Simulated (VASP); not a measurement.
A run of VASP 6.6.1 is set up as follows.

Contents of INCAR:

```
SYSTEM = BN
ALGO = Normal ; EDIFF = 1E-7
ENCUT = 520 ; GGA = PE
ISIF = 2 ; ISMEAR = 0
IVDW = 12 ; LASPH = .TRUE.
LCHARG = .FALSE. ; LREAL = .FALSE.
LWAVE = .FALSE. ; NBANDS = 11
NELM = 100 ; PREC = Accurate
SIGMA = 0.05
```

File KPOINTS:

```
k-points
0
G
  12 12 12
  0 0 0
```

File POSCAR:

```
BN
1.0
    1.3011666545      0.7512289182      3.1030996510
   -1.3011666545      0.7512289182      3.1030996510
    0.0000000000     -1.5024578365      3.1030996510
B N
1 1
Direct
    0.9996712000      0.9996712000      0.9996712000
    0.3327618000      0.3327618000      0.3327618000
```

Potentials or basis: VASP PAW PBE potentials, release 64 (B, N).

The run is started by

```console
$ cat potpaw_PBE.64/B/POTCAR potpaw_PBE.64/N/POTCAR > POTCAR
$ mpirun -np 1 vasp_std > vasp.out
```

What does it give for the largest force?

0.061 eV/Å.

Predict the band gap on the k mesh.

3.79 eV, indirect (least direct gap 4.44 eV).

Estimate the dispersion energy per atom.

-0.142 eV.

Stress tensor (GPa, compression positive):
```
-36.65   0.00   0.00
  0.00 -36.65   0.00
  0.00   0.00   2.33
```

Caveat: the cell differs from its parent crystal (strain +0.040 along x and y, -0.080 along z). A k mesh can miss the band edges.
